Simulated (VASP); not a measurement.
Wanted: the native input for a VASP 6.6.1 run.

```yaml
Task: single point
Functional: PBE
Potentials_or_basis: VASP PAW PBE potentials, release 64 (Nb_sv, Te, S)
Cutoff: 520 eV
k_mesh: 4 × 4 × 4
Occupations: gaussian, width 0.1 eV
Spin: no spin polarisation
Dipole_correction: no
Further_INCAR_settings: ALGO = Normal; EDIFF = 1e-06; NBANDS = 30
```

The structure of NbTeS4 lies in POSCAR:

```
NbTeS4
1.0
    4.2977009973     -4.3325072194      0.0000000000
    4.2977009973      4.3325072194      0.0000000000
    0.0000000000      0.0000000000      3.7709166770
Nb Te S
1 1 4
Direct
    0.5000000000      0.5000000000      0.5000000000
    0.0000000000      0.0000000000      0.0000000000
    0.2140561297      0.2140561297      0.5000000000
    0.7859438703      0.7859438703      0.5000000000
    0.6851432646      0.3148567354      0.0000000000
    0.3148567354      0.6851432646      0.0000000000
```

The cell was built from a structure type or drawn by symmetry, and may not be a known phase.

These files were run (other wordings do the same):

INCAR

```
PREC     = Accurate       # precision mode
ENCUT    = 520            # plane-wave cutoff, eV
EDIFF    = 1E-6           # SCF threshold, eV
ISMEAR   = 0              # smearing method
SIGMA    = 0.1            # smearing width, eV
LREAL    = False          # projectors in reciprocal space
LASPH    = True           # aspherical terms in the spheres
NELM     = 100            # most SCF steps
ALGO     = Normal         # electronic algorithm
ISIF     = 2              # what is computed and relaxed
LWAVE    = False          # write WAVECAR
LCHARG   = True           # write CHGCAR
GGA      = PE             # functional
LELF     = True           # ELF
LVHAR    = True         
NBANDS   = 30             # bands
```

KPOINTS

```
regular mesh
0
Gamma
  4 4 4
```

Potentials or basis: VASP PAW PBE potentials, release 64 (Nb_sv, Te, S).

Run with:

```bash
$ cat potpaw_PBE.64/Nb_sv/POTCAR potpaw_PBE.64/Te/POTCAR potpaw_PBE.64/S/POTCAR > POTCAR
$ mpirun -np 1 vasp_std > vasp.out
```

It gave:

```yaml
Pressure: 0.1 GPa
Largest_force: 0.014 eV/Å
Band_gap_on_the_k_mesh: zero (an odd number of electrons rules out a gap without spin polarisation)
```

Caveat: the k points lie up to 0.42 Å⁻¹ apart, too coarse for converged energies and pressures of a metal; spin-orbit coupling is left out, which moves the levels of the heavy elements.

Wall time 100 s on 1 thread of Intel(R) Xeon(R) 6975P-C (Granite Rapids) (shared host), peak memory 0.28 GiB.
